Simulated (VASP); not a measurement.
Input of a VASP 6.6.1 run:

File INCAR:

```
SYSTEM = MnO2
PREC = Accurate
ENCUT = 600
EDIFF = 1E-6
ISMEAR = -1
SIGMA = 0.02
LREAL = .False.
LASPH = .True.
NELM = 120
ALGO = Normal
ISIF = 2
LWAVE = .False.
LCHARG = .False.
GGA = PE
NBANDS = 36
GGA_COMPAT = .False.
```

The input KPOINTS:

```
Automatic mesh
0
Gamma
  5 5 7
  0 0 0
```

The input POSCAR:

```
MnO2
1.0
    4.3983000000      0.0000000000      0.0000000000
    0.0000000000      4.3983000000      0.0000000000
    0.0000000000      0.0000000000      2.8730000000
Mn O
2 4
Direct
    0.0000000000      0.0000000000      0.0000000000
    0.5000000000      0.5000000000      0.5000000000
    0.3051500000      0.3051500000      0.0000000000
    0.1948500000      0.8051500000      0.5000000000
    0.6948500000      0.6948500000      0.0000000000
    0.8051500000      0.1948500000      0.5000000000
```

Potentials or basis: VASP PAW PBE potentials, release 64 (Mn_sv, O).

Launch:

```console
$ cat potpaw_PBE.64/Mn_sv/POTCAR potpaw_PBE.64/O/POTCAR > POTCAR
$ mpirun -np 1 vasp_std > vasp.out
```

(1) Estimate the largest force.

(2) Predict the pressure.

Answers

(1) 0.321 eV/Å.

(2) -8.1 GPa.

Caveat: the run has no spin polarisation, though such a crystal can be magnetic.
